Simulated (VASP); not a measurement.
# Os (P6/mmm) in VASP: notebook

The runs below take Os through relaxation of cell and atoms, with PBE.

All numbers are computed with VASP 6.6.1; they aren't measurements. Logs are shortened: lines on timing, memory, paths and dates and some standing lists are left out, and cuts for length are marked.

**1. The cell of the first run**

It takes space group P6/mmm (No. 191, hexagonal). Conventional cell: a = 2.558 Å, b = 2.558 Å, c = 2.404 Å, α = 90.00°, β = 90.00°, γ = 120.00°. Within 3.2 Å of Os (site symmetry 6/mmm) lie 8 Os at 2.40 to 2.56 Å.

This isn't the form of Os at room conditions, which is hcp.

**2. Relaxation of cell and atoms, PBE, target pressure 40 GPa, at which the enthalpy is minimised**

INCAR

```
SYSTEM = Os
PREC = Accurate
ENCUT = 600
EDIFF = 1E-7
ISMEAR = -1
SIGMA = 0.1
LREAL = .FALSE.
LASPH = .TRUE.
NELM = 60
ALGO = Normal
ISIF = 3
LWAVE = .FALSE.
LCHARG = .FALSE.
GGA = PE
IBRION = 2
NSW = 60
EDIFFG = -0.005
PSTRESS = 400.0
```

KPOINTS

```
regular mesh
0
G
  17 17 16
  0 0 0
```

POSCAR

```
Os
1.0
    2.5577240624      0.0000000000      0.0000000000
   -1.2788620312      2.2150540139      0.0000000000
    0.0000000000      0.0000000000      2.4042606187
Os
1
Direct
    0.0000000000      0.0000000000      0.0000000000
```

Potentials or basis: VASP PAW PBE potentials, release 64 (Os).

Run with:

```bash
> cat potpaw_PBE.64/Os/POTCAR > POTCAR
> mpirun -np 1 vasp_std > vasp.out
```

OUTCAR:

```text
SYSTEM = Os
   PREC = Accurate
   ENCUT = 600
   EDIFF = 1E-7
   ISMEAR = -1
   LREAL = .FALSE.
   LASPH = .TRUE.
   NELM = 60
   ISIF = 3
   GGA = PE
   IBRION = 2
   NSW = 60
   EDIFFG = -0.005
   PSTRESS = 400.0

 ion  position               nearest neighbor table
   1  0.000  0.000  0.000-

  LATTYP: Found a hexagonal cell.
 ALAT       =     2.5577240624
 C/A-ratio  =     0.9400000000

  Lattice vectors:

 A1 = (   2.5577240624,   0.0000000000,   0.0000000000)
 A2 = (  -1.2788620312,   2.2150540139,   0.0000000000)
 A3 = (   0.0000000000,   0.0000000000,   2.4042606187)

Analysis of symmetry for initial positions (statically):
=====================================================================
 Subroutine PRICEL returns:
 Original cell was already a primitive cell.

 Routine SETGRP: Setting up the symmetry group for a
 hexagonal supercell.

 Subroutine GETGRP returns: Found 24 space group operations
 (whereof 24 operations were pure point group operations)
 out of a pool of 24 trial point group operations.

The static configuration has the point symmetry D_6h.

Analysis of symmetry for dynamics (positions and initial velocities):
=====================================================================
 Subroutine PRICEL returns:
 Original cell was already a primitive cell.

 Routine SETGRP: Setting up the symmetry group for a
 hexagonal supercell.

 Subroutine GETGRP returns: Found 24 space group operations
 (whereof 24 operations were pure point group operations)
 out of a pool of 24 trial point group operations.

The dynamic configuration has the point symmetry D_6h.

 Subroutine INISYM returns: Found 24 space group operations
 (whereof 24 operations are pure point group operations),
 and found     1 'primitive' translations

----------------------------------------------------------------------------------------

                                     Primitive cell

  volume of cell :      13.6213

  direct lattice vectors                    reciprocal lattice vectors
     2.557724062  0.000000000  0.000000000     0.390972590  0.225728130  0.000000000
    -1.278862031  2.215054014  0.000000000     0.000000000  0.451456260  0.000000000
     0.000000000  0.000000000  2.404260619     0.000000000  0.000000000  0.415928287

  length of vectors
[... 90 lines left out ...]
   PSTRESS=  400.0 pullay stress
   NELECT =       8.0000    total number of electrons
   NUPDOWN=      -1.0000    fix difference up-down
   EMIN   =  10.00;   EMAX   =-10.00  energy-range for DOS
   EFERMI =   0.00;   METHOD = LEGACY
   ISMEAR =    -1;   SIGMA  =   0.10  broadening in eV -4-tet -1-fermi 0-gaus
   EFERMI_NEDOS =   21; number of points for ismear=-14 and -15
   IALGO  =     38    algorithm
   IMIX   =      4    mixing-type and parameters
     AMIX     =   0.40;   BMIX     =  1.00
     AMIX_MAG =   1.60;   BMIX_MAG =  1.00
  volume/ion in A,a.u.               =      13.62        91.92
  Fermi-wavevector in a.u.,A,eV,Ry     =   1.370982  2.590780 25.573384  1.879591
  Thomas-Fermi vector in A             =   2.496719
   LORBIT       =      0    0 simple, 1 ext, 2 COOP (PROOUT), +10 PAW based schemes
   GGA     = PE    functional components
   LHFCALC =     F    Hartree Fock is set to
   AEXX    =    0.0000 exact exchange contribution
   IVDW    =     0    specifies the selected vdW correction
   LEPSILON=     F    determine dielectric tensor
   LRPA    =     F    only Hartree local field effects (RPA)
 conjugate gradient relaxation of ions
 non-spin polarized calculation
  energy-cutoff  :      600.00
  volume of cell :       13.62
 maximum number of plane-waves:       466
   NGX = 11   NGY = 11   NGZ =  9

--------------------------------------- Ionic step        1  -------------------------------------------

 number of electron       8.0000000 magnetization

 Free energy of the ion-electron system (eV)
  ---------------------------------------------------
  ext. energy  EPLUGINS =         0.00000000
  ---------------------------------------------------
  free energy    TOTEN  =        -9.75392948 eV

  energy without entropy =       -9.71563110  energy(sigma->0) =       -9.73478029

------------------------ aborting loop because EDIFF is reached ----------------------------------------

  FORCE on cell =-STRESS in cart. coord.  units (eV):
  Direction    XX          YY          ZZ          XY          YZ          ZX
  --------------------------------------------------------------------------------------
  -------------------------------------------------------------------------------------
  Total        5.4116144      5.4116144      5.6762202     -0.0000000      0.0000000      0.0000000
  in kB      636.5285233    636.5285233    667.6521747     -0.0000000      0.0000000      0.0000000
  external PRESSURE =     246.9030738 kB  Pullay stress =     400.0000000 kB
[... 283 lines left out ...]
--------------------------------------- Ionic step        9  -------------------------------------------

 number of electron       8.0000001 magnetization

 Free energy of the ion-electron system (eV)
  ---------------------------------------------------
  ext. energy  EPLUGINS =         0.00000000
  ---------------------------------------------------
  free energy    TOTEN  =        -9.96296875 eV

  energy without entropy =       -9.92269326  energy(sigma->0) =       -9.94283100

 E-fermi :   9.1558     XC(G=0): -13.8326

 val. band max:        9.1545841782   @ k =   0.1176   0.1176   0.2500
 cond. band min:       9.1822882049   @ k =   0.1765   0.0588   0.1875
 fundamental gap:      0.0277040267
 Fermi energy:         9.1558440313

 k-point     1 :       0.0000    0.0000    0.0000
  band No.  band energies     occupation
      1      -1.4788      2.00000
      2       2.3010      2.00000
      3       6.2967      2.00000
      4       6.2967      2.00000
      5      12.1881      0.00000
      6      12.1881      0.00000
      7      23.7518      0.00000
      8      25.3725      0.00000
[... 243 lines left out ...]
 k-point    24 :       0.1765    0.1765    0.0000
  band No.  band energies     occupation
      1       1.7110      2.00000
      2       3.9299      2.00000
      3       4.2531      2.00000
      4       9.4875      0.06999
      5      10.5099      0.00000
      6      11.2917      0.00000
      7      22.3613      0.00000
      8      24.2951      0.00000

 [... further k-points ...]

------------------------ aborting loop because EDIFF is reached ----------------------------------------

  FORCE on cell =-STRESS in cart. coord.  units (eV):
  Direction    XX          YY          ZZ          XY          YZ          ZX
  --------------------------------------------------------------------------------------
  -------------------------------------------------------------------------------------
  Total        3.5618741      3.5618741      3.5645889     -0.0000000      0.0000000      0.0000000
  in kB      400.0587730    400.0587730    400.3636893     -0.0000000      0.0000000      0.0000000
  external PRESSURE =       0.1604117 kB  Pullay stress =     400.0000000 kB
[... 20 lines left out ...]
  energy  without entropy=       -9.9226932562  energy(sigma->0) =       -9.94283100

  enthalpy is  TOTEN    =        -6.4016178782 eV   P V=        3.5613508674

 reached required accuracy - stopping structural energy minimisation
```

Run time: 4.2 min. Hardware: 1 thread of Intel Xeon 8259CL, shared host; peak memory 0.17 GiB.

What came out:

- Free energy: -9.9630 eV
- Relaxed volume: 14.26 Å³/atom
- Relaxed cell: a = 2.589 Å, b = 2.589 Å, c = 2.458 Å, α = 90.00°, β = 90.00°, γ = 120.00°
- Space group after relaxing (to 0.1 Å): P6/mmm (No. 191)
- Energy change on relaxing (the run minimises the enthalpy): -209.0 meV/atom
- Ionic steps: 9
- Pressure after relaxing: 40.0 GPa
- Band gap on the k mesh: zero (bands 4 and 5 overlap by 5.37 eV)

Step by step:
| step | energy change (eV) | largest force (eV/Å) | pressure (GPa) | volume (Å³) |
| --- | --- | --- | --- | --- |
| 1 | 0.0000 | 0.0000 | 64.69 | 13.62 |
| 2 | -0.1113 | 0.0000 | -31.18 | 18.19 |
| 3 | -0.2284 | 0.0000 | 37.05 | 14.35 |
| 4 | -0.2091 | 0.0000 | 39.75 | 14.27 |
| 5 | -0.2059 | 0.0000 | 40.20 | 14.26 |
| 6 | -0.2066 | 0.0000 | 40.42 | 14.26 |
| 7 | -0.2067 | 0.0000 | 40.33 | 14.26 |
| 8 | -0.2185 | 0.0000 | 38.70 | 14.30 |
| 9 | -0.2090 | 0.0000 | 40.02 | 14.26 |

Final structure:
```yaml
crystal:
  lattice:
    - [2.58878, 0.00000, 0.00000]
    - [-1.29439, 2.24195, 0.00000]
    - [0.00000, 0.00000, 2.45779]
  atoms:
    - { symbol: Os, position: [0.00000, 0.00000, 0.00000] }
```

Caveat: the cell is relaxed towards a set pressure, so the run minimises the enthalpy, not the energy; spin-orbit coupling is left out, which moves the levels of the heavy elements.

**3. Relaxation of cell and atoms, PBE, target pressure 40 GPa, at which the enthalpy is minimised**

This run uses another cell than the first one, of 14.24 Å³/atom.

INCAR

```
PREC     = Accurate       # precision mode
ENCUT    = 600            # plane-wave cutoff, eV
EDIFF    = 1E-6           # SCF threshold, eV
ISMEAR   = -1             # smearing method
SIGMA    = 0.1            # smearing width, eV
LREAL    = F              # projectors in reciprocal space
LASPH    = T              # aspherical terms in the spheres
NELM     = 60             # most SCF steps
ALGO     = Normal         # electronic algorithm
ISIF     = 3              # what is computed and relaxed
LWAVE    = F              # write WAVECAR
LCHARG   = F              # write CHGCAR
GGA      = PE             # functional
IBRION   = 2              # ionic algorithm
NSW      = 32             # ionic steps
EDIFFG   = -0.005         # ionic threshold
PSTRESS  = 400.0
```

KPOINTS

```
regular mesh
0
Gamma
  17 17 16
```

POSCAR

```
Os
1.0
    2.5867495672      0.0000000000      0.0000000000
   -1.2933747836      2.2401908385      0.0000000000
    0.0000000000      0.0000000000      2.4576371420
Os
1
Direct
    0.0000000000      0.0000000000      0.0000000000
```

Potentials or basis: VASP PAW PBE potentials, release 64 (Os).

Run with:

```bash
> cat potpaw_PBE.64/Os/POTCAR > POTCAR
> mpirun -np 1 vasp_std > vasp.out
```

OUTCAR:

```text
PREC = Accurate
   ENCUT = 600
   EDIFF = 1E-6
   ISMEAR = -1
   LREAL = F
   LASPH = T
   NELM = 60
   ISIF = 3
   GGA = PE
   IBRION = 2
   NSW = 32
   EDIFFG = -0.005
   PSTRESS = 400.0

 ion  position               nearest neighbor table
   1  0.000  0.000  0.000-

  LATTYP: Found a hexagonal cell.
 ALAT       =     2.5867495672
 C/A-ratio  =     0.9500870023

  Lattice vectors:

 A1 = (   2.5867495672,   0.0000000000,   0.0000000000)
 A2 = (  -1.2933747836,   2.2401908385,   0.0000000000)
 A3 = (   0.0000000000,   0.0000000000,   2.4576371420)

Analysis of symmetry for initial positions (statically):
=====================================================================
 Subroutine PRICEL returns:
 Original cell was already a primitive cell.

[... 363 lines left out ...]
 E-fermi :   9.1545     XC(G=0): -13.8320

 val. band max:        9.1529887454   @ k =   0.1176   0.1176   0.2500
 cond. band min:       9.1810868954   @ k =   0.1765   0.0588   0.1875
 fundamental gap:      0.0280981500
 Fermi energy:         9.1545050680

 k-point     1 :       0.0000    0.0000    0.0000
  band No.  band energies     occupation
      1      -1.4794      2.00000
      2       2.3000      2.00000
      3       6.2955      2.00000
      4       6.2955      2.00000
      5      12.1865      0.00000
      6      12.1865      0.00000
      7      23.7488      0.00000
      8      25.3747      0.00000
[... 243 lines left out ...]
 k-point    24 :       0.1765    0.1765    0.0000
  band No.  band energies     occupation
      1       1.7094      2.00000
      2       3.9282      2.00000
      3       4.2524      2.00000
      4       9.4879      0.06888
      5      10.5072      0.00000
      6      11.2907      0.00000
      7      22.3573      0.00000
      8      24.2913      0.00000

 [... further k-points ...]

------------------------ aborting loop because EDIFF is reached ----------------------------------------

  FORCE on cell =-STRESS in cart. coord.  units (eV):
  Direction    XX          YY          ZZ          XY          YZ          ZX
  --------------------------------------------------------------------------------------
  -------------------------------------------------------------------------------------
  Total        3.5576324      3.5576324      3.5665067     -0.0000000     -0.0000000     -0.0000000
  in kB      399.5388278    399.5388278    400.5354500     -0.0000000     -0.0000000     -0.0000000
  external PRESSURE =      -0.1289648 kB  Pullay stress =     400.0000000 kB
[... 20 lines left out ...]
  energy  without entropy=       -9.9232414585  energy(sigma->0) =       -9.94339584

  enthalpy is  TOTEN    =        -6.4018113474 eV   P V=        3.5617388692

 reached required accuracy - stopping structural energy minimisation
```

OSZICAR:

```text
N       E                     dE             d eps       ncg     rms          rms(c)
DAV:   1     0.388645909566E+02    0.38865E+02   -0.46817E+03  4792   0.105E+03
DAV:   2    -0.941608011849E+01   -0.48281E+02   -0.46908E+02  4952   0.236E+02
DAV:   3    -0.104179299407E+02   -0.10018E+01   -0.98911E+00  6208   0.332E+01
DAV:   4    -0.104208519583E+02   -0.29220E-02   -0.29216E-02  6168   0.195E+00
[... 32 lines left out ...]
       N       E                     dE             d eps       ncg     rms          rms(c)
DAV:   1    -0.996357024970E+01    0.26356E-03   -0.94602E-04  5000   0.272E-01    0.227E-02
DAV:   2    -0.996355353170E+01    0.16718E-04   -0.20425E-05  5680   0.406E-02    0.951E-03
DAV:   3    -0.996355025013E+01    0.32816E-05   -0.85302E-06  5704   0.215E-02    0.156E-03
DAV:   4    -0.996355021667E+01    0.33462E-07   -0.15071E-07  2376   0.426E-03
   6 F= -.64018113E+01 E0= -.63816570E+01  d E =-.119637E-05
```

Wall time 1.8 min (1 thread of Intel Xeon 8259CL, shared host); peak memory 0.17 GiB.

What came out:

```yaml
Free_energy: -9.9636 eV
Relaxed_volume: 14.27 Å³/atom
Relaxed_cell: a = 2.589 Å, b = 2.589 Å, c = 2.458 Å, α = 90.00°, β = 90.00°, γ = 120.00°
Space_group_after_relaxing_to_0.1_Å: P6/mmm (No. 191)
Energy_change_on_relaxing_the_run_minimises_the_enthalpy: -6.3 meV/atom
Ionic_steps: 6
Pressure_after_relaxing: 40.0 GPa
Band_gap_on_the_k_mesh: zero (bands 4 and 5 overlap by 5.36 eV)
```

Step by step:
```
step  energy change (eV)  largest force (eV/Å)  pressure (GPa)  volume (Å³)
   1              0.0000                0.0000           40.86        14.24
   2             -0.0376                0.0000           35.50        14.40
   3             -0.0063                0.0000           40.00        14.27
   4             -0.0064                0.0000           39.99        14.27
   5             -0.0065                0.0000           39.97        14.27
   6             -0.0063                0.0000           39.99        14.27
```

Final structure:
```
Os
1.0
     2.58900    0.00000    0.00000
    -1.29450    2.24214    0.00000
     0.00000    0.00000    2.45763
Os
1
Direct
  0.00000 0.00000 0.00000
```

Levels at points of the mesh, in eV from the Fermi level:
| k point | band 1 | band 2 | band 3 | band 4 | band 5 | band 6 | band 7 | band 8 |
| --- | --- | --- | --- | --- | --- | --- | --- | --- |
| (0.00, 0.00, 0.00) | -10.63 | -6.85 | -2.86 | -2.86 | 3.03 | 3.03 | 14.59 | 16.22 |
| (0.00, 0.00, 0.50) | -7.21 | -2.01 | -2.01 | -1.56 | -0.67 | -0.67 | 8.72 | 18.17 |

Caveat: the cell is relaxed towards a set pressure, so the run minimises the enthalpy, not the energy; spin-orbit coupling is left out, which moves the levels of the heavy elements.
